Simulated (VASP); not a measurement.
# BaSc (Pm-3m) in VASP: notebook

Runs on BaSc. Level: PBE. Tasks: single point, relaxation of cell and atoms.

All numbers are computed with VASP 6.6.1; they aren't measurements. Logs are shortened: lines on timing, memory, paths and dates and some standing lists are left out, and cuts for length are marked.

### Step 1. The cell of the first run

Symmetry: Pm-3m, No. 221, cubic system. Conventional cell: a = 4.246 Å, b = 4.246 Å, c = 4.246 Å, α = 90.00°, β = 90.00°, γ = 90.00°. Ba (site symmetry m-3m) has 8 Sc at 3.68 Å and 6 Ba at 4.25 Å within 4.8 Å. Within 4.8 Å of Sc (site symmetry m-3m) lie 8 Ba at 3.68 Å and 6 Sc at 4.25 Å.

### Step 2. Single point, PBE

INCAR

```
SYSTEM = BaSc
PREC     = Accurate       ! precision mode
ENCUT    = 520            ! plane-wave cutoff, eV
EDIFF    = 1E-6           ! SCF threshold, eV
ISMEAR   = 0              ! smearing method
SIGMA    = 0.1            ! smearing width, eV
LREAL    = .FALSE.        ! projectors in reciprocal space
LASPH    = .TRUE.         ! aspherical terms in the spheres
NELM     = 100            ! most SCF steps
ALGO     = Normal         ! electronic algorithm
ISIF     = 2              ! what is computed and relaxed
LWAVE    = .FALSE.        ! write WAVECAR
LCHARG   = .TRUE.         ! write CHGCAR
GGA      = PE             ! functional
LELF     = .TRUE.         ! ELF
LVHAR    = .TRUE.       
NBANDS   = 18             ! bands
```

KPOINTS

```
Automatic mesh
0
G
  10 10 10
  0 0 0
```

POSCAR

```
BaSc
1.0
    4.2462544414      0.0000000000      0.0000000000
    0.0000000000      4.2462544414      0.0000000000
    0.0000000000      0.0000000000      4.2462544414
Ba Sc
1 1
Direct
    0.5000000000      0.5000000000      0.5000000000
    0.0000000000      0.0000000000      0.0000000000
```

Potentials or basis: VASP PAW PBE potentials, release 64 (Ba_sv, Sc_sv).

Started as:

```
> cat potpaw_PBE.64/Ba_sv/POTCAR potpaw_PBE.64/Sc_sv/POTCAR > POTCAR
> mpirun -np 1 vasp_std > vasp.out
```

OUTCAR:

```text
SYSTEM = BaSc
   PREC = Accurate
   ENCUT = 520
   EDIFF = 1E-6
   ISMEAR = 0
   LREAL = .FALSE.
   LASPH = .TRUE.
   NELM = 100
   ISIF = 2
   GGA = PE

 ion  position               nearest neighbor table
   1  0.500  0.500  0.500-   2 3.68   2 3.68   2 3.68   2 3.68   2 3.68   2 3.68   2 3.68   2 3.68

   2  0.000  0.000  0.000-   1 3.68   1 3.68   1 3.68   1 3.68   1 3.68   1 3.68   1 3.68   1 3.68

  LATTYP: Found a simple cubic cell.
 ALAT       =     4.2462544414

  Lattice vectors:

 A1 = (   4.2462544414,   0.0000000000,   0.0000000000)
 A2 = (   0.0000000000,   4.2462544414,   0.0000000000)
 A3 = (   0.0000000000,   0.0000000000,   4.2462544414)

Analysis of symmetry for initial positions (statically):
=====================================================================
 Subroutine PRICEL returns:
 Original cell was already a primitive cell.

 Routine SETGRP: Setting up the symmetry group for a
 simple cubic supercell.

 Subroutine GETGRP returns: Found 48 space group operations
 (whereof 48 operations were pure point group operations)
 out of a pool of 48 trial point group operations.

The static configuration has the point symmetry O_h .

Analysis of symmetry for dynamics (positions and initial velocities):
=====================================================================
 Subroutine PRICEL returns:
 Original cell was already a primitive cell.

 Routine SETGRP: Setting up the symmetry group for a
 simple cubic supercell.

 Subroutine GETGRP returns: Found 48 space group operations
 (whereof 48 operations were pure point group operations)
 out of a pool of 48 trial point group operations.

The dynamic configuration has the point symmetry O_h .

 Subroutine INISYM returns: Found 48 space group operations
 (whereof 48 operations are pure point group operations),
 and found     1 'primitive' translations

----------------------------------------------------------------------------------------

                                     Primitive cell

  volume of cell :      76.5628

  direct lattice vectors                    reciprocal lattice vectors
     4.246254441  0.000000000  0.000000000     0.235501667  0.000000000  0.000000000
     0.000000000  4.246254441  0.000000000     0.000000000  0.235501667  0.000000000
     0.000000000  0.000000000  4.246254441     0.000000000  0.000000000  0.235501667

  length of vectors
     4.246254441  4.246254441  4.246254441     0.235501667  0.235501667  0.235501667

  position of ions in fractional coordinates (direct lattice)
     0.500000000  0.500000000  0.500000000
     0.000000000  0.000000000  0.000000000

  ion indices of the primitive-cell ions
   primitive index   ion index
                 1           1
                 2           2

----------------------------------------------------------------------------------------

 KPOINTS: Automatic mesh

Automatic generation of k-mesh.
 Grid dimensions read from file:
 generate k-points for:   10   10   10

 Generating k-lattice:

  Cartesian coordinates                     Fractional coordinates (reciprocal lattice)
     0.023550167  0.000000000  0.000000000     0.100000000  0.000000000  0.000000000
     0.000000000  0.023550167  0.000000000     0.000000000  0.100000000  0.000000000
     0.000000000  0.000000000  0.023550167     0.000000000  0.000000000  0.100000000

  Length of vectors
     0.023550167  0.023550167  0.023550167

  Shift w.r.t. Gamma in fractional coordinates (k-lattice)
     0.000000000  0.000000000  0.000000000

 Subroutine IBZKPT returns following result:
 ===========================================

 Found     56 irreducible k-points:

 Following reciprocal coordinates:
            Coordinates               Weight
  0.000000  0.000000  0.000000      1.000000
  0.100000  0.000000  0.000000      6.000000
  0.200000  0.000000  0.000000      6.000000
  0.300000  0.000000  0.000000      6.000000
  0.400000  0.000000  0.000000      6.000000
  0.500000  0.000000  0.000000      3.000000
[... 16 lines left out ...]
  0.200000  0.100000  0.100000     24.000000
  0.300000  0.100000  0.100000     24.000000
 [... further k-points ...]
   k-points           NKPTS =     56   k-points in BZ     NKDIM =     56   number of bands    NBANDS=     18
   number of dos      NEDOS =    301   number of ions     NIONS =      2
   total plane-waves  NPLWV =  32768
   dimension x,y,z NGX =    32 NGY =   32 NGZ =   32
   dimension x,y,z NGXF=    64 NGYF=   64 NGZF=   64
   ions per type =               1   1
   NGX,Y,Z   is equivalent  to a cutoff of  12.53, 12.53, 12.53 a.u.
   NGXF,Y,Z  is equivalent  to a cutoff of  25.06, 25.06, 25.06 a.u.
 SYSTEM =  BaSc
   PREC   = accura    normal or accurate (medium, high low for compatibility)
   ISTART =      0    job   : 0-new  1-cont  2-samecut
   ICHARG =      2    charge: 1-file 2-atom 10-const
   ISPIN  =      1    spin polarized calculation?
   LNONCOLLINEAR =      F non collinear calculations
   LSORBIT =      F    spin-orbit coupling
   LASPH  =      T    aspherical Exc in radial PAW
   ENCUT  =  520.0 eV  38.22 Ry    6.18 a.u.   7.90  7.90  7.90*2*pi/ulx,y,z
   NELM   =    100;   NELMIN=  2; NELMDL= -5     # of ELM steps
   EDIFF  = 0.1E-05   stopping-criterion for ELM
   LREAL  =      F    real-space projection
   EDIFFG = 0.1E-04   stopping-criterion for IOM
   NSW    =      0    number of steps for IOM
   IBRION =     -1    ionic relax: 0-MD 1-quasi-New 2-CG
   NFREE  =      0    steps in history (QN), initial steepest desc. (CG)
   ISIF   =      2    stress and relaxation
   ISYM   =      2    0-nonsym 1-usesym 2-fastsym
   POTIM  = 0.5000    time-step for ionic-motion
   TEBEG  =    0.0;   TEEND  =   0.0 temperature during run
   PSTRESS=    0.0 pullay stress
   NELECT =      21.0000    total number of electrons
   NUPDOWN=      -1.0000    fix difference up-down
   EMIN   =  10.00;   EMAX   =-10.00  energy-range for DOS
   EFERMI =   0.00;   METHOD = LEGACY
   ISMEAR =     0;   SIGMA  =   0.10  broadening in eV -4-tet -1-fermi 0-gaus
   EFERMI_NEDOS =   21; number of points for ismear=-14 and -15
   IALGO  =     38    algorithm
   IMIX   =      4    mixing-type and parameters
     AMIX     =   0.40;   BMIX     =  1.00
     AMIX_MAG =   1.60;   BMIX_MAG =  1.00
  volume/ion in A,a.u.               =      38.28       258.34
  Fermi-wavevector in a.u.,A,eV,Ry     =   1.063674  2.010053 15.393667  1.131403
  Thomas-Fermi vector in A             =   2.199167
   LORBIT       =      0    0 simple, 1 ext, 2 COOP (PROOUT), +10 PAW based schemes
   GGA     = PE    functional components
   LHFCALC =     F    Hartree Fock is set to
   AEXX    =    0.0000 exact exchange contribution
   IVDW    =     0    specifies the selected vdW correction
   LEPSILON=     F    determine dielectric tensor
   LRPA    =     F    only Hartree local field effects (RPA)
 non-spin polarized calculation
 Gauss-broadening in eV      SIGMA  =   0.10
  energy-cutoff  :      520.00
  volume of cell :       76.56
 maximum number of plane-waves:      2103
 NGX is ok and might be reduce to    32
   NGX = 15   NGY = 15   NGZ = 15

 number of electron      21.0000007 magnetization

 Free energy of the ion-electron system (eV)
  ---------------------------------------------------
  ext. energy  EPLUGINS =         0.00000000
  ---------------------------------------------------
  free energy    TOTEN  =        -7.23456086 eV

  energy without entropy =       -7.21418921  energy(sigma->0) =       -7.22437503

 E-fermi :   2.6092     XC(G=0):  -8.7185

 val. band max:        2.5820571194   @ k =   0.4000   0.1000   0.0000
 cond. band min:       2.6132910224   @ k =   0.4000   0.3000   0.2000
 fundamental gap:      0.0312339030
 Fermi energy:         2.6091943995

 k-point     1 :       0.0000    0.0000    0.0000
  band No.  band energies     occupation
      1     -47.8334      2.00000
      2     -26.4361      2.00000
      3     -26.4361      2.00000
      4     -26.4361      2.00000
      5     -25.1444      2.00000
      6     -10.2348      2.00000
[... 10 lines left out ...]
     17       7.8978      0.00000
     18       7.8978      0.00000

 k-point     2 :       0.1000    0.0000    0.0000
  band No.  band energies     occupation
      1     -47.8334      2.00000
      2     -26.4379      2.00000
      3     -26.4360      2.00000
      4     -26.4360      2.00000
      5     -25.1409      2.00000
      6     -10.2839      2.00000
[... 10 lines left out ...]
     17       7.0383      0.00000
     18       7.0383      0.00000

 k-point     3 :       0.2000    0.0000    0.0000
  band No.  band energies     occupation
      1     -47.8332      2.00000
      2     -26.4425      2.00000
      3     -26.4357      2.00000
      4     -26.4357      2.00000
      5     -25.1317      2.00000
      6     -10.4087      2.00000
[... 10 lines left out ...]
     17       6.2061      0.00000
     18       6.2061      0.00000

 k-point     4 :       0.3000    0.0000    0.0000
  band No.  band energies     occupation
      1     -47.8331      2.00000
      2     -26.4481      2.00000
      3     -26.4354      2.00000
      4     -26.4354      2.00000
      5     -25.1202      2.00000
      6     -10.5559      2.00000
[... 10 lines left out ...]
     17       5.5478      0.00000
     18       5.5478      0.00000

 k-point     5 :       0.4000    0.0000    0.0000
  band No.  band energies     occupation
      1     -47.8330      2.00000
      2     -26.4527      2.00000
      3     -26.4351      2.00000
      4     -26.4351      2.00000
      5     -25.1110      2.00000
      6     -10.6700      2.00000
[... 10 lines left out ...]
     17       5.1116      0.00000
     18       5.1116      0.00000

 k-point     6 :       0.5000    0.0000    0.0000
  band No.  band energies     occupation
      1     -47.8329      2.00000
      2     -26.4544      2.00000
      3     -26.4350      2.00000
      4     -26.4350      2.00000
      5     -25.1075      2.00000
      6     -10.7125      2.00000
[... 10 lines left out ...]
     17       4.9543      0.00000
     18       4.9543      0.00000

 k-point     7 :       0.1000    0.1000    0.0000
  band No.  band energies     occupation
      1     -47.8333      2.00000
      2     -26.4382      2.00000
      3     -26.4372      2.00000
      4     -26.4359      2.00000
      5     -25.1375      2.00000
      6     -10.2859      2.00000
[... 10 lines left out ...]
     17       6.3981      0.00000
     18       6.7059      0.00000

 k-point     8 :       0.2000    0.1000    0.0000
  band No.  band energies     occupation
      1     -47.8332      2.00000
      2     -26.4423      2.00000
      3     -26.4371      2.00000
      4     -26.4356      2.00000
      5     -25.1287      2.00000
      6     -10.4039      2.00000
[... 10 lines left out ...]
     17       5.7768      0.00000
     18       6.1123      0.00000
[... 229 lines left out ...]
     17       5.7705      0.00000
     18       6.9539      0.00000

 k-point    20 :       0.5000    0.4000    0.0000
  band No.  band energies     occupation
      1     -47.8325      2.00000
      2     -26.4478      2.00000
      3     -26.4459      2.00000
      4     -26.4341      2.00000
      5     -25.0902      2.00000
      6     -10.6278      2.00000
[... 10 lines left out ...]
     17       5.8330      0.00000
     18       7.1960      0.00000

 k-point    21 :       0.5000    0.5000    0.0000
  band No.  band energies     occupation
      1     -47.8324      2.00000
      2     -26.4470      2.00000
      3     -26.4470      2.00000
      4     -26.4340      2.00000
      5     -25.0884      2.00000
      6     -10.6186      2.00000
[... 10 lines left out ...]
     17       5.9238      0.00000
     18       7.5116      0.00000

 k-point    22 :       0.1000    0.1000    0.1000
  band No.  band energies     occupation
      1     -47.8333      2.00000
      2     -26.4385      2.00000
      3     -26.4370      2.00000
      4     -26.4370      2.00000
      5     -25.1343      2.00000
      6     -10.2869      2.00000
[... 10 lines left out ...]
     17       5.9486      0.00000
     18       6.9503      0.00000

 k-point    23 :       0.2000    0.1000    0.1000
  band No.  band energies     occupation
      1     -47.8331      2.00000
      2     -26.4421      2.00000
      3     -26.4372      2.00000
      4     -26.4368      2.00000
      5     -25.1259      2.00000
      6     -10.3989      2.00000
[... 10 lines left out ...]
     17       5.6219      0.00000
     18       6.1144      0.00000

 k-point    24 :       0.3000    0.1000    0.1000
  band No.  band energies     occupation
      1     -47.8330      2.00000
      2     -26.4473      2.00000
      3     -26.4367      2.00000
      4     -26.4364      2.00000
      5     -25.1155      2.00000
      6     -10.5423      2.00000
[... 10 lines left out ...]
     17       5.4861      0.00000
     18       5.6491      0.00000

 [... further k-points ...]

------------------------ aborting loop because EDIFF is reached ----------------------------------------

  FORCE on cell =-STRESS in cart. coord.  units (eV):
  Direction    XX          YY          ZZ          XY          YZ          ZX
  --------------------------------------------------------------------------------------
  -------------------------------------------------------------------------------------
  Total        0.1073070      0.1073070      0.1073070      0.0000000     -0.0000000      0.0000000
  in kB        2.2455388      2.2455388      2.2455388      0.0000000     -0.0000000      0.0000000
  external PRESSURE =       2.2455388 kB  Pullay stress =       0.0000000 kB

 VOLUME and BASIS-vectors are now :
 -----------------------------------------------------------------------------
  energy-cutoff  :      520.00
  volume of cell :       76.56
      direct lattice vectors                 reciprocal lattice vectors
     4.246254441  0.000000000  0.000000000     0.235501667  0.000000000  0.000000000
     0.000000000  4.246254441  0.000000000     0.000000000  0.235501667  0.000000000
     0.000000000  0.000000000  4.246254441     0.000000000  0.000000000  0.235501667

 POSITION                                       TOTAL-FORCE (eV/Angst)
 -----------------------------------------------------------------------------------
      2.12313      2.12313      2.12313         0.000000      0.000000      0.000000
      0.00000      0.00000      0.00000         0.000000      0.000000      0.000000
 -----------------------------------------------------------------------------------
    total drift:                                0.000000      0.000000     -0.000000

  FREE ENERGIE OF THE ION-ELECTRON SYSTEM (eV)
  ---------------------------------------------------
  free  energy   TOTEN  =        -7.2345608627 eV

  energy  without entropy=       -7.2141892068  energy(sigma->0) =       -7.22437503
```

Run time: 22 s. Hardware: 1 thread of Intel Xeon 6975P-C (Granite Rapids), shared host; peak memory 0.23 GiB.

What came out:

* Free energy: -7.2346 eV
* Pressure: 0.2 GPa

Levels at points of the mesh, in eV from the Fermi level:
```csv
k point,band 7,band 8,band 9,band 10,band 11,band 12,band 13,band 14,band 15,band 16
"(0.00, 0.00, 0.00)",-12.84,-12.84,-3.63,-0.89,-0.89,1.13,1.13,1.13,2.90,2.90
"(0.50, 0.00, 0.00)",-12.81,-12.81,-1.31,-1.11,0.16,1.09,1.09,1.28,1.41,1.83
"(0.50, 0.50, 0.00)",-13.23,-12.76,-1.88,-0.72,0.33,0.33,1.49,1.49,1.73,1.75
"(0.50, 0.50, 0.50)",-13.18,-13.18,-0.37,-0.37,-0.37,0.68,0.68,0.68,1.78,1.78
```

Caveat: spin-orbit coupling is left out, which moves the levels of the heavy elements.

### Step 3. Relaxation of cell and atoms, PBE

This run uses another cell than the first one, of 37.14 Å³/atom, 0.970 times its volume.

INCAR

```
SYSTEM = BaSc
PREC = Accurate
ENCUT = 600
EDIFF = 1E-7
ISMEAR = 0
SIGMA = 0.1
LREAL = .FALSE.
LASPH = .TRUE.
NELM = 100
ALGO = Normal
ISIF = 3
LWAVE = .FALSE.
LCHARG = .FALSE.
GGA = PE
IBRION = 2
NSW = 100
EDIFFG = -0.005
```

KPOINTS

```
regular mesh
0
G
  10 10 10
  0 0 0
```

POSCAR

```
BaSc
1.0
    4.2035616438      0.0000000000      0.0000000000
    0.0000000000      4.2035616438      0.0000000000
    0.0000000000      0.0000000000      4.2035616438
Ba Sc
1 1
Direct
    0.5000000000      0.5000000000      0.5000000000
    0.0000000000      0.0000000000      0.0000000000
```

Potentials or basis: VASP PAW PBE potentials, release 64 (Ba_sv, Sc_sv).

Started as:

```
> cat potpaw_PBE.64/Ba_sv/POTCAR potpaw_PBE.64/Sc_sv/POTCAR > POTCAR
> mpirun -np 1 vasp_std > vasp.out
```

Run time: 68 s. Hardware: 1 thread of Intel Xeon 6975P-C (Granite Rapids), shared host; peak memory 0.27 GiB.

The run converged. Its results:

```
Free energy                            : -7.2351 eV
Relaxed volume                         : 38.76 Å³/atom
Relaxed cell                           : a = 4.264 Å, b = 4.264 Å, c = 4.264 Å, α = 90.00°, β = 90.00°, γ = 90.00°
Space group after relaxing (to 0.05 Å) : Pm-3m (No. 221)
Energy gained by relaxing              : 4.2 meV/atom
Ionic steps                            : 3
Pressure after relaxing                : 0.0 GPa
```

The path:
```
step  energy change (eV)  largest force (eV/Å)  pressure (GPa)  volume (Å³)
   1              0.0000                0.0000            0.88        74.28
   2             -0.0077                0.0000            0.25        76.48
   3             -0.0084                0.0000           -0.01        77.52
```

Final structure:
```
Ba Sc
1.0
     4.26384    0.00000    0.00000
     0.00000    4.26384    0.00000
     0.00000    0.00000    4.26384
Ba Sc
1 1
Direct
  0.50000 0.50000 0.50000
  0.00000 0.00000 0.00000
```

Levels at points of the mesh, in eV from the Fermi level:
| k point | band 8 | band 9 | band 10 | band 11 | band 12 | band 13 | band 14 |
| --- | --- | --- | --- | --- | --- | --- | --- |
| (0.00, 0.00, 0.00) | -12.87 | -3.62 | -0.87 | -0.87 | 1.11 | 1.11 | 1.11 |
| (0.50, 0.00, 0.00) | -12.83 | -1.32 | -1.13 | 0.16 | 1.07 | 1.07 | 1.28 |
| (0.50, 0.50, 0.00) | -12.79 | -1.86 | -0.71 | 0.33 | 0.33 | 1.45 | 1.45 |
| (0.50, 0.50, 0.50) | -13.19 | -0.37 | -0.37 | -0.37 | 0.66 | 0.66 | 0.66 |

Caveat: spin-orbit coupling is left out, which moves the levels of the heavy elements.
